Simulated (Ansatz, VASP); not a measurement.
Given: the input of a run of Ansatz 0.2.0 on TePb.

File input.yaml:

```yaml
crystal:
  lattice:
    - [0.0, 3.231, 3.231]
    - [3.231, 0.0, 3.231]
    - [3.231, 3.231, 0.0]
  atoms:
    - { symbol: Pb, position: [0.0, 0.0, 0.0] }
    - { symbol: Te, position: [0.5, 0.5, 0.5] }
hamiltonian:
  xc: revpbe
  pseudopotentials: { kind: paw }
kpoints:
  mp_grid: { grid: [7, 7, 7] }
scf:
  occupations: { method: fermi_dirac, width: 0.05 }
output:
  forces: true
  stress: true
  eigenvalues: true
relax:
  f_tol: 0.01
  max_steps: 40
  cell: { stress_tol: 0.05 }
```

Potentials or basis: Ansatz PAW.

Launch:

```sh
$ ansatz run input.yaml --threads 1 --pin off --max-ram 3584MiB --backend cpu --events-out ev --progress --plain --runs-dir out
```

Translate it to VASP 6.6.1. Potentials there: VASP PAW PBE potentials, release 64 (Pb_d, Te).

As run (the cutoff follows the program's own potentials):

Contents of INCAR:

```
SYSTEM = TePb
ALGO = Normal
EDIFF = 1E-7
EDIFFG = -0.01
ENCUT = 600
GGA = RE
IBRION = 2
ISIF = 3
ISMEAR = -1
LASPH = .True.
LCHARG = .False.
LREAL = .False.
LWAVE = .False.
NELM = 80
NSW = 60
PREC = Accurate
SIGMA = 0.05
```

Contents of KPOINTS:

```
k-points
0
Gamma
  7 7 7
  0 0 0
```

Contents of POSCAR:

```
TePb
1.0
    0.0000000000      3.2310000000      3.2310000000
    3.2310000000      0.0000000000      3.2310000000
    3.2310000000      3.2310000000      0.0000000000
Pb Te
1 1
Direct
    0.0000000000      0.0000000000      0.0000000000
    0.5000000000      0.5000000000      0.5000000000
```

Potentials or basis: VASP PAW PBE potentials, release 64 (Pb_d, Te).

Launch:

```sh
$ cat potpaw_PBE.64/Pb_d/POTCAR potpaw_PBE.64/Te/POTCAR > POTCAR
$ mpirun -np 1 vasp_std > vasp.out
```

Both were run:

|  | VASP | Ansatz | Ansatz less VASP |
| --- | --- | --- | --- |
| relaxed volume (Å³/atom) | 36.38 | 36.43 | +0.050 |
| relaxed cell length with the largest relative difference (Å) | 4.686 | 4.688 | +0.0021 |

VASP's potentials were made for PBE, not for revPBE. VASP's potentials hold 20 valence electrons a cell and Ansatz's 30, so a difference there can come from the potentials and not from the codes.

Neither program's run includes spin-orbit coupling. Noted on Ansatz's run: the plane-wave basis is chosen anew once the cell has moved, so the energies of steps on either side of that aren't comparable.
